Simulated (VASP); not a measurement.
The system is AlRu.

```
CELL_PARAMETERS angstrom
2.99160 0.00000 0.00000
0.00000 2.99160 0.00000
0.00000 0.00000 2.99160
ATOMIC_POSITIONS crystal
Al 0.00000 0.00000 0.00000
Ru 0.50000 0.50000 0.50000
```

* Program: VASP 6.6.1
* Task: relaxation of cell and atoms
* Functional: LDA
* Potentials or basis: VASP PAW LDA potentials, release 64 (Al, Ru_pv)
* Cutoff: 600 eV
* k mesh: 16 × 16 × 16
* Occupations: fermi-dirac, width 0.05 eV
* Spin: no spin polarisation

At the start: pressure -7.6 GPa; volume 13.39 Å³/atom.

Problem. How do energy, volume and symmetry change on relaxing?

Solution. Over 4 steps the energy falls by 11.5 meV/atom and the volume is 12.92 Å³/atom (-3.5 %); space group Pm-3m (No. 221, to 0.1 Å) before and after.

The path:
```csv
step,energy change (eV),largest force (eV/Å),pressure (GPa),volume (Å³)
1,0.0000,0.0000,-7.64,26.77
2,0.0437,0.0000,15.41,24.38
3,-0.0230,0.0000,-0.13,25.85
4,-0.0230,0.0000,0.00,25.84
```

Final structure:
```
Al Ru
1.0
     2.95625    0.00000    0.00000
     0.00000    2.95625    0.00000
     0.00000    0.00000    2.95625
Al Ru
1 1
Cartesian
  0.0000 0.0000 0.0000
  1.4781 1.4781 1.4781
```
